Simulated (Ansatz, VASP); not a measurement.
## Two plane-wave programs on Ti4Se

```
Ti Se
1.0
     0.00000    3.58284    3.58284
     3.58284    0.00000    3.58284
     3.58284    3.58284    0.00000
Ti Se
4 1
Direct
  0.63146 0.63146 0.63146
  0.63146 0.63146 0.10561
  0.63146 0.10561 0.63146
  0.10561 0.63146 0.63146
  0.00000 0.00000 0.00000
```

Alike in both runs: task single point; functional PBE; k mesh 4 × 4 × 4; occupations gaussian, width 0.1 eV; collinear spin.

|  | VASP | Ansatz |
| --- | --- | --- |
| version | VASP 6.6.1 | Ansatz 0.2.0 |
| potentials or method | VASP PAW PBE potentials, release 64 (Ti_sv, Se), cutoff 520 eV | scalar-relativistic, plane waves, PAW |
| valence electrons in the cell | 54 | 64 |

```csv
,VASP,Ansatz,Ansatz less VASP
gap on the k mesh at the Fermi level (eV),none,none,-
pressure (GPa),9.3,9.3,-0.04
rms of the force components (eV/Å),1.029,0.985,-0.0439
net moment per atom (μB),0.00,0.00,0.000
```

Atom by atom the forces differ by 0.044 eV/Å (rms over components). A gap of «none» marks a metal or a gap that the smearing closes. VASP's potentials hold 54 valence electrons a cell and Ansatz's 64, so a difference there can come from the potentials and not from the codes. Ansatz's warnings: seeded moment not kept.

The k mesh is coarse, so the values compare programs but aren't converged.
